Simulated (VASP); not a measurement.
Ti8HO16 (a cell with a defect), 25 atoms in the cell. The cell holds a defect, 25 atoms: a = 6.494 Å, b = 6.494 Å, c = 5.915 Å, α = 90.00°, β = 90.00°, γ = 90.00°. 

* Program: VASP 6.6.1
* Task: single point
* Functional: PBE
* Potentials or basis: VASP PAW PBE potentials, release 64 (Ti_sv, O, H)
* Cutoff: 520 eV
* k mesh: 2 × 2 × 2
* Occupations: fermi-dirac, width 0.02 eV
* Spin: collinear spin
* Starting moments: [0.0, 0.0, 0.0, 0.0, 0.0, 0.0, 0.0, 0.0, 0.0, 0.0, 0.0, 0.0, 0.0, 0.0, 0.0, 0.0, 0.0, 0.0, 0.0, 0.0, 0.0, 0.0, 0.0, 0.0, 1.0] μB
* Dipole correction: no
* Further INCAR settings: LREAL = Auto; ALGO = Normal; EDIFF = 1e-06; NBANDS = 118

Potentials or basis: VASP PAW PBE potentials, release 64 (Ti_sv, O, H).

The run is started by

```console
$ cat potpaw_PBE.64/Ti_sv/POTCAR potpaw_PBE.64/O/POTCAR potpaw_PBE.64/H/POTCAR > POTCAR
$ mpirun -np 1 vasp_std > vasp.out
```

Hardware: 1 thread of Oxide Virtual Turin-like Processor (shared host).

**Question.** Estimate the wall time of this run.

**Answer.** It took 29 min on 1 thread of Oxide Virtual Turin-like Processor, on a shared host, peak memory 0.56 GiB. Counts: scf iterations 28, k points 8.
